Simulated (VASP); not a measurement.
# B (P6/mmm) in VASP: further runs

The runs below take B through relaxation of cell and atoms, with PBE.

Everything below comes from runs of VASP 6.6.1. Logs are shortened: lines on timing, memory, paths and dates and some standing lists are left out, and cuts for length are marked.

**1. The cell of the first run**

It takes space group P6/mmm (No. 191, hexagonal). Conventional cell: a = 1.646 Å, b = 1.646 Å, c = 1.548 Å, α = 90.00°, β = 90.00°, γ = 120.00°. B (site symmetry 6/mmm) has 8 B at 1.55 to 1.65 Å within 2.1 Å.

This isn't the form of B at room conditions, which is rhombohedral.

**2. Relaxation of cell and atoms, PBE, target pressure 330 GPa, at which the enthalpy is minimised**

The input, INCAR:

```
SYSTEM = B
PREC     = Accurate       ! precision mode
ENCUT    = 600            ! plane-wave cutoff, eV
EDIFF    = 1E-6           ! SCF threshold, eV
ISMEAR   = -1             ! smearing method
SIGMA    = 0.1            ! smearing width, eV
LREAL    = .FALSE.        ! projectors in reciprocal space
LASPH    = .TRUE.         ! aspherical terms in the spheres
NELM     = 100            ! most SCF steps
ALGO     = Normal         ! electronic algorithm
ISIF     = 3              ! what is computed and relaxed
LWAVE    = .FALSE.        ! write WAVECAR
LCHARG   = .FALSE.        ! write CHGCAR
GGA      = PE             ! functional
IBRION   = 2              ! ionic algorithm
NSW      = 60             ! ionic steps
EDIFFG   = -0.005         ! ionic threshold
PSTRESS  = 3300.0
```

The input, KPOINTS:

```
regular mesh
0
G
  25 25 23
  0 0 0
```

The input, POSCAR:

```
B
1.0
    1.6463548333      0.0000000000      0.0000000000
   -0.8231774167      1.4257851093      0.0000000000
    0.0000000000      0.0000000000      1.5475735433
B
1
Direct
    0.0000000000      0.0000000000      0.0000000000
```

Potentials or basis: VASP PAW PBE potentials, release 64 (B).

Run with:

```console
> cat potpaw_PBE.64/B/POTCAR > POTCAR
> mpirun -np 1 vasp_std > vasp.out
```

OUTCAR:

```text
SYSTEM = B
   PREC = Accurate
   ENCUT = 600
   EDIFF = 1E-6
   ISMEAR = -1
   LREAL = .FALSE.
   LASPH = .TRUE.
   NELM = 100
   ISIF = 3
   GGA = PE
   IBRION = 2
   NSW = 60
   EDIFFG = -0.005
   PSTRESS = 3300.0

 ion  position               nearest neighbor table
   1  0.000  0.000  0.000-

  LATTYP: Found a hexagonal cell.
 ALAT       =     1.6463548333
 C/A-ratio  =     0.9400000000

  Lattice vectors:

 A1 = (   1.6463548333,   0.0000000000,   0.0000000000)
 A2 = (  -0.8231774167,   1.4257851093,   0.0000000000)
 A3 = (   0.0000000000,   0.0000000000,   1.5475735433)

Analysis of symmetry for initial positions (statically):
=====================================================================
 Subroutine PRICEL returns:
 Original cell was already a primitive cell.

 Routine SETGRP: Setting up the symmetry group for a
 hexagonal supercell.

 Subroutine GETGRP returns: Found 24 space group operations
 (whereof 24 operations were pure point group operations)
 out of a pool of 24 trial point group operations.

The static configuration has the point symmetry D_6h.

Analysis of symmetry for dynamics (positions and initial velocities):
=====================================================================
 Subroutine PRICEL returns:
 Original cell was already a primitive cell.

 Routine SETGRP: Setting up the symmetry group for a
 hexagonal supercell.

 Subroutine GETGRP returns: Found 24 space group operations
 (whereof 24 operations were pure point group operations)
 out of a pool of 24 trial point group operations.

The dynamic configuration has the point symmetry D_6h.

 Subroutine INISYM returns: Found 24 space group operations
 (whereof 24 operations are pure point group operations),
 and found     1 'primitive' translations

----------------------------------------------------------------------------------------

                                     Primitive cell

  volume of cell :       3.6327

  direct lattice vectors                    reciprocal lattice vectors
     1.646354833  0.000000000  0.000000000     0.607402475  0.350683982  0.000000000
    -0.823177417  1.425785109  0.000000000     0.000000000  0.701367965  0.000000000
     0.000000000  0.000000000  1.547573543     0.000000000  0.000000000  0.646172845

  length of vectors
     1.646354833  1.646354833  1.547573543     0.701367965  0.701367965  0.646172845

  position of ions in fractional coordinates (direct lattice)
     0.000000000  0.000000000  0.000000000

  ion indices of the primitive-cell ions
   primitive index   ion index
                 1           1

----------------------------------------------------------------------------------------

 KPOINTS: regular mesh

Automatic generation of k-mesh.
 Grid dimensions read from file:
 generate k-points for:   25   25   23

 Generating k-lattice:

  Cartesian coordinates                     Fractional coordinates (reciprocal lattice)
     0.024296099  0.014027359  0.000000000     0.040000000  0.000000000  0.000000000
     0.000000000  0.028054719  0.000000000     0.000000000  0.040000000  0.000000000
     0.000000000  0.000000000  0.028094472     0.000000000  0.000000000  0.043478261

  Length of vectors
     0.028054719  0.028054719  0.028094472

  Shift w.r.t. Gamma in fractional coordinates (k-lattice)
     0.000000000  0.000000000  0.000000000

 Subroutine IBZKPT returns following result:
 ===========================================

 Found    780 irreducible k-points:

 Following reciprocal coordinates:
            Coordinates               Weight
  0.000000  0.000000  0.000000      1.000000
  0.040000 -0.000000  0.000000      6.000000
  0.080000 -0.000000  0.000000      6.000000
  0.120000  0.000000  0.000000      6.000000
  0.160000 -0.000000  0.000000      6.000000
  0.200000  0.000000  0.000000      6.000000
[... 16 lines left out ...]
  0.400000  0.040000  0.000000     12.000000
  0.440000  0.040000  0.000000     12.000000
 [... further k-points ...]
   k-points           NKPTS =    780   k-points in BZ     NKDIM =    780   number of bands    NBANDS=      5
   number of dos      NEDOS =    301   number of ions     NIONS =      1
   total plane-waves  NPLWV =   2352
   dimension x,y,z NGX =    14 NGY =   14 NGZ =   12
   dimension x,y,z NGXF=    28 NGYF=   28 NGZF=   24
   ions per type =               1
   NGX,Y,Z   is equivalent  to a cutoff of  14.14, 14.14, 12.89 a.u.
   NGXF,Y,Z  is equivalent  to a cutoff of  28.27, 28.27, 25.78 a.u.
 SYSTEM =  B
   PREC   = accura    normal or accurate (medium, high low for compatibility)
   ISTART =      0    job   : 0-new  1-cont  2-samecut
   ICHARG =      2    charge: 1-file 2-atom 10-const
   ISPIN  =      1    spin polarized calculation?
   LNONCOLLINEAR =      F non collinear calculations
   LSORBIT =      F    spin-orbit coupling
   LASPH  =      T    aspherical Exc in radial PAW
   ENCUT  =  600.0 eV  44.10 Ry    6.64 a.u.   3.29  3.29  3.09*2*pi/ulx,y,z
   NELM   =    100;   NELMIN=  2; NELMDL= -5     # of ELM steps
   EDIFF  = 0.1E-05   stopping-criterion for ELM
   LREAL  =      F    real-space projection
   EDIFFG = -.5E-02   stopping-criterion for IOM
   NSW    =     60    number of steps for IOM
   IBRION =      2    ionic relax: 0-MD 1-quasi-New 2-CG
   NFREE  =      1    steps in history (QN), initial steepest desc. (CG)
   ISIF   =      3    stress and relaxation
   ISYM   =      2    0-nonsym 1-usesym 2-fastsym
   POTIM  = 0.5000    time-step for ionic-motion
   TEBEG  =    0.0;   TEEND  =   0.0 temperature during run
   PSTRESS= 3300.0 pullay stress
   NELECT =       3.0000    total number of electrons
   NUPDOWN=      -1.0000    fix difference up-down
   EMIN   =  10.00;   EMAX   =-10.00  energy-range for DOS
   EFERMI =   0.00;   METHOD = LEGACY
   ISMEAR =    -1;   SIGMA  =   0.10  broadening in eV -4-tet -1-fermi 0-gaus
   EFERMI_NEDOS =   21; number of points for ismear=-14 and -15
   IALGO  =     38    algorithm
   IMIX   =      4    mixing-type and parameters
     AMIX     =   0.40;   BMIX     =  1.00
     AMIX_MAG =   1.60;   BMIX_MAG =  1.00
  volume/ion in A,a.u.               =       3.63        24.51
  Fermi-wavevector in a.u.,A,eV,Ry     =   1.535933  2.902493 32.097376  2.359091
  Thomas-Fermi vector in A             =   2.642652
   LORBIT       =      0    0 simple, 1 ext, 2 COOP (PROOUT), +10 PAW based schemes
   GGA     = PE    functional components
   LHFCALC =     F    Hartree Fock is set to
   AEXX    =    0.0000 exact exchange contribution
   IVDW    =     0    specifies the selected vdW correction
   LEPSILON=     F    determine dielectric tensor
   LRPA    =     F    only Hartree local field effects (RPA)
 conjugate gradient relaxation of ions
 non-spin polarized calculation
  energy-cutoff  :      600.00
  volume of cell :        3.63
 maximum number of plane-waves:       138
 NGX is ok and might be reduce to    14
   NGX =  7   NGY =  7   NGZ =  7

--------------------------------------- Ionic step        1  -------------------------------------------

 number of electron       3.0000000 magnetization

 Free energy of the ion-electron system (eV)
  ---------------------------------------------------
  ext. energy  EPLUGINS =         0.00000000
  ---------------------------------------------------
  free energy    TOTEN  =        -3.27183152 eV

  energy without entropy =       -3.26489914  energy(sigma->0) =       -3.26836533

------------------------ aborting loop because EDIFF is reached ----------------------------------------

  FORCE on cell =-STRESS in cart. coord.  units (eV):
  Direction    XX          YY          ZZ          XY          YZ          ZX
  --------------------------------------------------------------------------------------
  -------------------------------------------------------------------------------------
  Total        6.8907628      6.8907628     12.0243054     -0.0000000     -0.0000000      0.0000000
  in kB     3039.1285219   3039.1285220   5303.2458984     -0.0000001     -0.0000000      0.0000000
  external PRESSURE =     493.8343141 kB  Pullay stress =    3300.0000000 kB
[... 90 lines left out ...]
  FREE ENERGIE OF THE ION-ELECTRON SYSTEM (eV)
  ---------------------------------------------------
  free  energy   TOTEN  =        -4.0120946205 eV

  energy  without entropy=       -4.0048554997  energy(sigma->0) =       -4.00847506

  enthalpy is  TOTEN    =         4.0101304085 eV   P V=        8.0222250290

[... ionic steps 4 to 9 ...]

--------------------------------------- Ionic step       10  -------------------------------------------

 number of electron       3.0000000 magnetization

------------------------ aborting loop because EDIFF is reached ----------------------------------------

  FORCE on cell =-STRESS in cart. coord.  units (eV):
  Direction    XX          YY          ZZ          XY          YZ          ZX
  --------------------------------------------------------------------------------------
  -------------------------------------------------------------------------------------
  Total        7.7788883      7.7788883      7.7914091     -0.0000000      0.0000000      0.0000000
  in kB     3297.1565133   3297.1565134   3302.4635655     -0.0000002      0.0000000      0.0000000
  external PRESSURE =      -1.0744693 kB  Pullay stress =    3300.0000000 kB
[... 59 lines left out ...]
  enthalpy is  TOTEN    =         3.9950725126 eV   P V=        7.7854473748

--------------------------------------- Ionic step       12  -------------------------------------------

 number of electron       3.0000000 magnetization

 Free energy of the ion-electron system (eV)
  ---------------------------------------------------
  ext. energy  EPLUGINS =         0.00000000
  ---------------------------------------------------
  free energy    TOTEN  =        -3.78982145 eV

  energy without entropy =       -3.78231056  energy(sigma->0) =       -3.78606600

 E-fermi :  14.9742     XC(G=0): -14.9343

 val. band max:       14.9702794405   @ k =   0.3200   0.1200   0.3478
 cond. band min:      15.0061044320   @ k =   0.3200   0.2800   0.3043
 fundamental gap:      0.0358249915
 Fermi energy:        14.9741997791

 k-point     1 :       0.0000    0.0000    0.0000
  band No.  band energies     occupation
      1      -8.2186      2.00000
      2      27.7170      0.00000
      3      41.2799      0.00000
      4      43.3717      0.00000
      5      43.3717      0.00000

 k-point     2 :       0.0400   -0.0000    0.0000
  band No.  band energies     occupation
      1      -8.1309      2.00000
      2      27.8241      0.00000
      3      40.2978      0.00000
      4      43.0296      0.00000
      5      44.0475      0.00000
[... 169 lines left out ...]
 k-point    24 :       0.4400    0.0400    0.0000
  band No.  band energies     occupation
      1       1.8782      2.00000
      2      12.8957      2.00000
      3      31.6396      0.00000
      4      38.4637      0.00000
      5      47.4539      0.00000

 [... further k-points ...]

------------------------ aborting loop because EDIFF is reached ----------------------------------------

  FORCE on cell =-STRESS in cart. coord.  units (eV):
  Direction    XX          YY          ZZ          XY          YZ          ZX
  --------------------------------------------------------------------------------------
  -------------------------------------------------------------------------------------
  Total        7.7852757      7.7852757      7.7883470     -0.0000000     -0.0000000      0.0000000
  in kB     3300.1627171   3300.1627173   3301.4646219     -0.0000003     -0.0000000      0.0000000
  external PRESSURE =       0.5966854 kB  Pullay stress =    3300.0000000 kB
[... 16 lines left out ...]
  FREE ENERGIE OF THE ION-ELECTRON SYSTEM (eV)
  ---------------------------------------------------
  free  energy   TOTEN  =        -3.7898214457 eV

  energy  without entropy=       -3.7823105611  energy(sigma->0) =       -3.78606600

  enthalpy is  TOTEN    =         3.9950704038 eV   P V=        7.7848918494

 reached required accuracy - stopping structural energy minimisation
```

It took 86 s on 1 thread of AMD EPYC 7R13, shared host; peak memory 0.09 GiB.

What came out:

| Property | Result |
| --- | --- |
| Free energy | -3.7898 eV |
| Relaxed volume | 3.78 Å³/atom |
| Relaxed cell | a = 1.602 Å, b = 1.602 Å, c = 1.701 Å, α = 90.00°, β = 90.00°, γ = 120.00° |
| Space group after relaxing (to 0.1 Å) | P6/mmm (No. 191) |
| Energy change on relaxing (the run minimises the enthalpy) | -518.0 meV/atom |
| Ionic steps | 12 |
| Pressure after relaxing | 330.1 GPa |
| Band gap on the k mesh | zero (an odd number of electrons rules out a gap without spin polarisation) |

The path:
| step | energy change (eV) | largest force (eV/Å) | pressure (GPa) | volume (Å³) |
| --- | --- | --- | --- | --- |
| 1 | 0.0000 | 0.0000 | 379.38 | 3.63 |
| 2 | -1.1247 | 0.0000 | 239.56 | 4.18 |
| 3 | -0.7403 | 0.0000 | 294.23 | 3.89 |
| 4 | -0.7118 | 0.0000 | 297.70 | 3.88 |
| 5 | 0.0062 | 0.0000 | 411.94 | 3.56 |
| 6 | -0.5235 | 0.0000 | 329.01 | 3.78 |
| 7 | -0.5154 | 0.0000 | 330.33 | 3.78 |
| 8 | -0.5112 | 0.0000 | 331.02 | 3.78 |
| 9 | -0.5320 | 0.0000 | 327.89 | 3.79 |
| 10 | -0.5187 | 0.0000 | 329.89 | 3.78 |
| 11 | -0.5185 | 0.0000 | 329.91 | 3.78 |
| 12 | -0.5180 | 0.0000 | 330.06 | 3.78 |

Final structure:
```cif
data_structure
_symmetry_space_group_name_H-M 'P 1'
_symmetry_Int_Tables_number 1
_cell_length_a 1.6019
_cell_length_b 1.6019
_cell_length_c 1.7007
_cell_angle_alpha 90.000
_cell_angle_beta 90.000
_cell_angle_gamma 120.000
_cell_volume 3.78
loop_
_atom_site_label
_atom_site_type_symbol
_atom_site_fract_x
_atom_site_fract_y
_atom_site_fract_z
_atom_site_occupancy
B1 B 0.00000 0.00000 0.00000 1
```

Caveat: the cell is relaxed towards a set pressure, so the run minimises the enthalpy, not the energy.

**3. Relaxation of cell and atoms, PBE, target pressure 330 GPa, at which the enthalpy is minimised**

This run uses another cell than the first one, of 3.78 Å³/atom.

The input, INCAR:

```
SYSTEM = B
ALGO = Normal
EDIFF = 1E-7
EDIFFG = -0.005
ENCUT = 600
GGA = PE
IBRION = 2
ISIF = 3
ISMEAR = -1
LASPH = .TRUE.
LCHARG = .FALSE.
LREAL = .FALSE.
LWAVE = .FALSE.
NELM = 80
NSW = 32
PREC = Accurate
PSTRESS = 3300.0
SIGMA = 0.1
```

The input, KPOINTS:

```
k-points
0
G
  25 25 23
  0 0 0
```

The input, POSCAR:

```
B
1.0
    1.6017566074      0.0000000000      0.0000000000
   -0.8008783037      1.3871619127      0.0000000000
    0.0000000000      0.0000000000      1.6999543338
B
1
Direct
    0.0000000000      0.0000000000      0.0000000000
```

Potentials or basis: VASP PAW PBE potentials, release 64 (B).

Run with:

```console
> cat potpaw_PBE.64/B/POTCAR > POTCAR
> mpirun -np 1 vasp_std > vasp.out
```

OUTCAR:

```text
SYSTEM = B
   EDIFF = 1E-7
   EDIFFG = -0.005
   ENCUT = 600
   GGA = PE
   IBRION = 2
   ISIF = 3
   ISMEAR = -1
   LASPH = .TRUE.
   LREAL = .FALSE.
   NELM = 80
   NSW = 32
   PREC = Accurate
   PSTRESS = 3300.0

 ion  position               nearest neighbor table
   1  0.000  0.000  0.000-

  LATTYP: Found a hexagonal cell.
 ALAT       =     1.6017566074
 C/A-ratio  =     1.0613062721

  Lattice vectors:

 A1 = (   1.6017566074,   0.0000000000,   0.0000000000)
 A2 = (  -0.8008783037,   1.3871619127,   0.0000000000)
 A3 = (   0.0000000000,   0.0000000000,   1.6999543338)

Analysis of symmetry for initial positions (statically):
[... 288 lines left out ...]
  ---------------------------------------------------
  free energy    TOTEN  =        -3.79044900 eV

  energy without entropy =       -3.78293641  energy(sigma->0) =       -3.78669271

 E-fermi :  14.9729     XC(G=0): -14.9341

 val. band max:       14.9703978795   @ k =   0.3200   0.1200   0.3478
 cond. band min:      15.0058176680   @ k =   0.3200   0.2800   0.3043
 fundamental gap:      0.0354197885
 Fermi energy:        14.9729122908

 k-point     1 :       0.0000    0.0000    0.0000
  band No.  band energies     occupation
      1      -8.2185      2.00000
      2      27.7289      0.00000
      3      41.2862      0.00000
      4      43.3619      0.00000
      5      43.3619      0.00000
[... 177 lines left out ...]
 k-point    24 :       0.4400    0.0400    0.0000
  band No.  band energies     occupation
      1       1.8775      2.00000
      2      12.8909      2.00000
      3      31.6325      0.00000
      4      38.4710      0.00000
      5      47.4474      0.00000

 [... further k-points ...]

------------------------ aborting loop because EDIFF is reached ----------------------------------------

  FORCE on cell =-STRESS in cart. coord.  units (eV):
  Direction    XX          YY          ZZ          XY          YZ          ZX
  --------------------------------------------------------------------------------------
  -------------------------------------------------------------------------------------
  Total        7.7817387      7.7817387      7.7896130      0.0000000      0.0000000      0.0000000
  in kB     3298.5604743   3298.5604744   3301.8982468      0.0000000      0.0000000      0.0000000
  external PRESSURE =      -0.3269348 kB  Pullay stress =    3300.0000000 kB
[... 20 lines left out ...]
  energy  without entropy=       -3.7829364114  energy(sigma->0) =       -3.78669271

  enthalpy is  TOTEN    =         3.9946857664 eV   P V=        7.7851347673

 reached required accuracy - stopping structural energy minimisation
```

OSZICAR:

```text
N       E                     dE             d eps       ncg     rms          rms(c)
DAV:   1     0.186055881711E+01    0.18606E+01   -0.19599E+03  8580   0.558E+02
DAV:   2    -0.393144232766E+01   -0.57920E+01   -0.53513E+01  9655   0.869E+01
DAV:   3    -0.394266161331E+01   -0.11219E-01   -0.11213E-01  9085   0.429E+00
[... 17 lines left out ...]
DAV:   3    -0.379029495836E+01    0.20040E-06   -0.77988E-07  8715   0.779E-03    0.419E-04
DAV:   4    -0.379029499472E+01   -0.36365E-07   -0.46586E-09  4085   0.995E-04
   3 F= 0.39946858E+01 E0= 0.39984421E+01  d E =-.640333E-05
       N       E                     dE             d eps       ncg     rms          rms(c)
DAV:   1    -0.379044900449E+01   -0.15405E-03   -0.27516E-08  3940   0.225E-03    0.138E-04
DAV:   2    -0.379044900088E+01    0.36070E-08   -0.18127E-10  3910   0.215E-04
   4 F= 0.39946858E+01 E0= 0.39984421E+01  d E =-.641249E-05
```

CONTCAR:

```text
B
   1.00000000000000
     1.6020722368308726    0.0000000000000000    0.0000000000000000
    -0.8010361184154363    1.3874352558076544    0.0000000000000000
     0.0000000000000000    0.0000000000000000    1.7004660165321386
  B
     1
Direct
     1.0000000000000000    0.0000000000000000    0.0000000000000000

  0.00000000E+00  0.00000000E+00  0.00000000E+00
```

Wall time 34 s (1 thread of AMD EPYC 7R13, shared host); peak memory 0.09 GiB.

What came out:

| Item | Value |
| --- | --- |
| Free energy | -3.7904 eV |
| Relaxed volume | 3.78 Å³/atom |
| Relaxed cell | a = 1.602 Å, b = 1.602 Å, c = 1.700 Å, α = 90.00°, β = 90.00°, γ = 120.00° |
| Space group after relaxing (to 0.1 Å) | P6/mmm (No. 191) |
| Energy change on relaxing (the run minimises the enthalpy) | -5.4 meV/atom |
| Ionic steps | 4 |
| Pressure after relaxing | 330.0 GPa |
| Band gap on the k mesh | zero (an odd number of electrons rules out a gap without spin polarisation) |

Stress tensor (GPa, compression positive):
```
329.86   0.00   0.00
  0.00 329.86   0.00
  0.00   0.00 330.19
```

The path:
```tsv
step	energy change (eV)	largest force (eV/Å)	pressure (GPa)	volume (Å³)
1	0.0000	0.0000	330.79	3.78
2	-0.0209	0.0000	327.61	3.79
3	-0.0053	0.0000	329.99	3.78
4	-0.0054	0.0000	329.97	3.78
```

Final structure:
```yaml
crystal:
  lattice:
    - [1.60207, 0.00000, 0.00000]
    - [-0.80104, 1.38744, 0.00000]
    - [0.00000, 0.00000, 1.70047]
  atoms:
    - { symbol: B, position: [0.00000, 0.00000, 0.00000] }
```

Levels at points of the mesh, in eV from the Fermi level:
| k point | band 1 | band 2 | band 3 | band 4 | band 5 |
| --- | --- | --- | --- | --- | --- |
| (0.00, 0.00, 0.00) | -23.19 | 12.76 | 26.31 | 28.39 | 28.39 |

Caveat: the cell is relaxed towards a set pressure, so the run minimises the enthalpy, not the energy.
